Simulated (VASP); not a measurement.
A run of VASP 6.6.1 is set up as follows.

INCAR

```
SYSTEM = Si2Ni
  PREC = Accurate
  ENCUT = 520
  EDIFF = 1E-6
  ISMEAR = 0
  SIGMA = 0.15
  LREAL = .False.
  LASPH = .True.
  NELM = 150
  ALGO = Normal
  ISIF = 2
  LWAVE = .False.
  LCHARG = .False.
  ISPIN = 2
  MAGMOM = 0 0 0.375
  LORBIT = 11
  NUPDOWN = 0.375
  LMAXMIX = 4
  GGA = CA
  NBANDS = 20
```

Contents of KPOINTS:

```
regular mesh
0
Gamma
  14 14 14
  0 0 0
```

File POSCAR:

```
Si2Ni
1.0
    0.0000000000      2.5638994933      2.5638994933
    2.5638994933      0.0000000000      2.5638994933
    2.5638994933      2.5638994933      0.0000000000
Si Ni
2 1
Direct
    0.2500000000      0.2500000000      0.2500000000
    0.7500000000      0.7500000000      0.7500000000
    0.0000000000      0.0000000000      0.0000000000
```

Potentials or basis: VASP PAW LDA potentials, release 64 (Si, Ni).

Command:

```bash
$ cat potpaw_LDA.64/Si/POTCAR potpaw_LDA.64/Ni/POTCAR > POTCAR
$ mpirun -np 1 vasp_std > vasp.out
```

Question: Predict the pressure.

Answer: 30.1 GPa.

Caveat: the cell stands under pressure; the total moment is fixed, so each spin has its own Fermi level.
